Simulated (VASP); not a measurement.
A run of VASP 6.6.1:

Contents of INCAR:

```
SYSTEM = Rb
PREC = Accurate
ENCUT = 520
EDIFF = 1E-6
ISMEAR = 0
SIGMA = 0.05
LREAL = .False.
LASPH = .True.
NELM = 100
ALGO = Normal
ISIF = 2
LWAVE = .False.
LCHARG = .False.
GGA = PE
NBANDS = 50
```

Contents of KPOINTS:

```
regular mesh
0
Gamma
  1 1 4
  0 0 0
```

POSCAR

```
Rb
1.0
   17.0000000000      0.0000000000      0.0000000000
    0.0000000000     15.0000000000      0.0000000000
    0.0000000000      0.0000000000      4.8238520235
Rb
9
Direct
    0.5000000000      0.5000000000      0.0000000000
    0.1362279763      0.5000000000      0.5000000000
    0.8637720237      0.5000000000      0.5000000000
    0.2864319225      0.7193675753      0.0000000000
    0.2864319225      0.2806324247      0.0000000000
    0.7135680775      0.7193675753      0.0000000000
    0.7135680775      0.2806324247      0.0000000000
    0.5000000000      0.8490437804      0.5000000000
    0.5000000000      0.1509562196      0.5000000000
```

Potentials or basis: VASP PAW PBE potentials, release 64 (Rb_sv).

Launch:

```bash
$ cat potpaw_PBE.64/Rb_sv/POTCAR > POTCAR
$ mpirun -np 1 vasp_std > vasp.out
```

Hardware: 1 thread of Intel(R) Xeon(R) 6975P-C (Granite Rapids) (shared host).

Question: Estimate the wall time of this run.

Answer: It took 3 min on 1 thread of Intel(R) Xeon(R) 6975P-C (Granite Rapids), with other jobs on the host, peak memory 0.92 GiB. Counts: scf iterations 18, k points 3.
